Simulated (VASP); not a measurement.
Wanted: the native input for a VASP 6.6.1 run.

```yaml
Task: single point
Functional: PBE
Potentials_or_basis: VASP PAW PBE potentials, release 64 (Cu_sv_GW, B)
Cutoff: 820 eV
k_mesh: 6 × 6 × 4
Occupations: gaussian, width 0.1 eV
Spin: no spin polarisation
Dipole_correction: no
Further_INCAR_settings: ALGO = Normal; EDIFF = 1e-06; NBANDS = 38
```

The structure of Cu3B lies in POSCAR:

```
Cu3B
1.0
    2.5853376917      0.0000000000      0.0000000000
   -1.2926688458      2.2389681184      0.0000000000
    0.0000000000      0.0000000000      7.3117846128
Cu B
3 1
Direct
    0.6666666667      0.3333333333      0.5000000000
    0.3333333333      0.6666666667      0.2076384684
    0.3333333333      0.6666666667      0.7923615316
    0.6666666667      0.3333333333      0.0000000000
```

The cell was generated, and may not be a known phase.

One way to write it, as run:

INCAR

```
PREC     = Accurate       # precision mode
ENCUT    = 820            # plane-wave cutoff, eV
EDIFF    = 1E-6           # SCF threshold, eV
ISMEAR   = 0              # smearing method
SIGMA    = 0.1            # smearing width, eV
LREAL    = F              # projectors in reciprocal space
LASPH    = T              # aspherical terms in the spheres
NELM     = 120            # most SCF steps
ALGO     = Normal         # electronic algorithm
ISIF     = 2              # what is computed and relaxed
LWAVE    = F              # write WAVECAR
LCHARG   = F              # write CHGCAR
GGA      = PE             # functional
NBANDS   = 38             # bands
GGA_COMPAT= F
```

KPOINTS

```
Automatic mesh
0
Gamma
  6 6 4
```

Potentials or basis: VASP PAW PBE potentials, release 64 (Cu_sv_GW, B).

Run with:

```console
$ cat potpaw_PBE.64/Cu_sv_GW/POTCAR potpaw_PBE.64/B/POTCAR > POTCAR
$ mpirun -np 1 vasp_std > vasp.out
```

Results of the run:

```
Pressure               : -1.0 GPa
Largest force          : 0.097 eV/Å
Band gap on the k mesh : zero (bands 30 and 31 overlap by 2.00 eV)
```

Caveat: the k points lie up to 0.47 Å⁻¹ apart, too coarse for converged energies and pressures of a metal.

Run time: 68 s on 1 thread of Intel(R) Xeon(R) Platinum 8259CL CPU @ 2.50GHz (Skylake/Cascade Lake), on a shared host, peak memory 0.23 GiB.
